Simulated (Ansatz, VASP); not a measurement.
One calculation of GaSb, two programs

Contents of POSCAR:

```
GaSb
1.0
    0.0000000000      3.0658787979      2.9739024340
    3.0658787979      0.0000000000      2.9739024340
    3.0658787979      3.0658787979      0.0000000000
Ga Sb
1 1
Direct
    0.0000000000      0.0000000000      0.0000000000
    0.2500000000      0.2500000000      0.2500000000
```

INCAR.step1

```
SYSTEM = GaSb
ALGO = Normal ; EDIFF = 1E-4
ENCUT = 520 ; GGA = PE
ISMEAR = -1 ; LASPH = .True.
LCHARG = .False. ; LREAL = .False.
LWAVE = .True. ; NBANDS = 16
NELM = 60 ; PREC = Accurate
SIGMA = 0.02
```

INCAR.step2

```
SYSTEM = GaSb
ALGO = Normal ; EDIFF = 1E-7
ENCUT = 520 ; ISIF = 2
ISMEAR = -1 ; ISTART = 1
LASPH = .True. ; LCHARG = .False.
LMIXTAU = .True. ; LREAL = .False.
LWAVE = .False. ; METAGGA = R2SCAN
NBANDS = 16 ; NELM = 60
PREC = Accurate ; SIGMA = 0.02
```

The input KPOINTS:

```
k-points
0
Gamma
  8 8 8
  0 0 0
```

Input for Ansatz:

```yaml
crystal:
  lattice:
    - [0.0, 3.0658787979, 2.973902434]
    - [3.0658787979, 0.0, 2.973902434]
    - [3.0658787979, 3.0658787979, 0.0]
  atoms:
    - { symbol: Ga, position: [0.0, 0.0, 0.0] }
    - { symbol: Sb, position: [0.25, 0.25, 0.25] }
kpoints:
  mp_grid: { grid: [8, 8, 8] }
  band_path:
    path:
      - [0.0, 0.0, 0.0]
      - [-0.5, -0.5, 0.0]
      - [-0.375, -0.375, 0.25]
      - [-0.375, 0.0, 0.375]
      - [0.0, 0.0, 0.5]
      - [-0.5, -0.25, 0.25]
    npoints: 1
hamiltonian:
  xc: r2scan
scf:
  occupations: { method: fermi_dirac, width: 0.02 }
  n_extra_bands: 4
output:
  forces: true
  stress: true
  eigenvalues: true
  write_density: true
  write_potential: true
  elf: true
  volumetric_format: npy
```

Change from the starting cell: uniaxial_z strain -3.0%.

Alike in both runs: task single point; functional r2SCAN; k mesh 8 × 8 × 8; occupations fermi-dirac, width 0.02 eV; no spin polarisation.

```csv
,VASP,Ansatz
version,VASP 6.6.1,Ansatz 0.2.0
potentials or method,"VASP PAW PBE potentials, release 64 (Ga_d, Sb)","plane waves, PAW"
plane-wave cutoff (eV),520,500
valence electrons in the cell,18,28
```

```csv
,VASP,Ansatz,Ansatz less VASP
pressure (GPa),1.9,1.7,-0.12
"traceless stress, the component that is largest in VASP (GPa)",0.96,0.96,+0.009
```

VASP's potentials were made for PBE, not for r2SCAN. The functional is the same, so the differences come from potentials, cutoffs and numerics. VASP's potentials hold 18 valence electrons a cell and Ansatz's 28, so a difference there can come from the potentials and not from the codes.

Spin-orbit coupling is off throughout.
